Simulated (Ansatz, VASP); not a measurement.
**Two plane-wave programs on GaN**

POSCAR

```
GaN
1.0
    0.0562270730      2.1647423092      2.1647423092
    2.1647423092      0.0562270730      2.1647423092
    2.1647423092      2.1647423092      0.0562270730
Ga N
1 1
Direct
    0.0000000000      0.0000000000      0.0000000000
    0.5000000000      0.5000000000      0.5000000000
```

Contents of INCAR.step1:

```
SYSTEM = GaN
PREC = Accurate
ENCUT = 1460
ISMEAR = 0
SIGMA = 0.01
LREAL = .False.
LASPH = .True.
NELM = 120
NBANDS = 16
GGA = PE
ALGO = Normal
EDIFF = 1E-5
LWAVE = .True.
LCHARG = .False.
GGA_COMPAT = .False.
```

The input INCAR.step2:

```
SYSTEM = GaN
PREC = Accurate
ENCUT = 1460
EDIFF = 1E-6
ISMEAR = 0
SIGMA = 0.01
LREAL = .False.
LASPH = .True.
NELM = 120
ALGO = Normal
ISIF = 2
LWAVE = .False.
LCHARG = .False.
METAGGA = R2SCAN
LMIXTAU = .True.
NBANDS = 16
ISTART = 1
GGA_COMPAT = .False.
```

File KPOINTS:

```
regular mesh
0
Gamma
  10 10 10
  0 0 0
```

Input for Ansatz:

```yaml
crystal:
  lattice:
    - [0.056227073, 2.1647423092, 2.1647423092]
    - [2.1647423092, 0.056227073, 2.1647423092]
    - [2.1647423092, 2.1647423092, 0.056227073]
  atoms:
    - { symbol: Ga, position: [0.0, 0.0, 0.0] }
    - { symbol: "N", position: [0.5, 0.5, 0.5] }
kpoints:
  mp_grid: { grid: [10, 10, 10] }
  band_path:
    path:
      - [0.0, 0.0, 0.0]
      - [0.5, 0.0, 0.5]
      - [0.625, 0.25, 0.625]
      - [0.375, 0.375, 0.75]
      - [0.5, 0.5, 0.5]
      - [0.5, 0.25, 0.75]
      - [0.200521, 0.200521, 0.348958]
      - [0.0, 0.5, 0.5]
    npoints: 1
hamiltonian:
  xc: r2scan
scf:
  occupations: { method: fixed }
  n_extra_bands: 4
output:
  forces: true
  stress: true
  eigenvalues: true
```

Change from the starting cell: shear_111 strain +4.0%.

Alike in both runs: task single point; functional r2SCAN; k mesh 10 × 10 × 10; no spin polarisation.

|  | VASP | Ansatz |
| --- | --- | --- |
| version | VASP 6.6.1 | Ansatz 0.2.0 |
| potentials or method | VASP PAW PBE potentials, release 64 (Ga_d, N_h) | plane waves, PAW |
| plane-wave cutoff (eV) | 1460 | 500 |
| occupations | gaussian, width 0.01 eV | fixed |
| valence electrons in the cell | 18 | 18 |

```tsv
	VASP	Ansatz	Ansatz less VASP
gap on the k mesh at the Fermi level (eV)	0.77	0.79	+0.015
pressure (GPa)	-7.7	-8.7	-0.92
traceless stress, the component that is largest in VASP (GPa)	-6.04	-6.06	-0.016
```

VASP's potentials were made for PBE, not for r2SCAN.
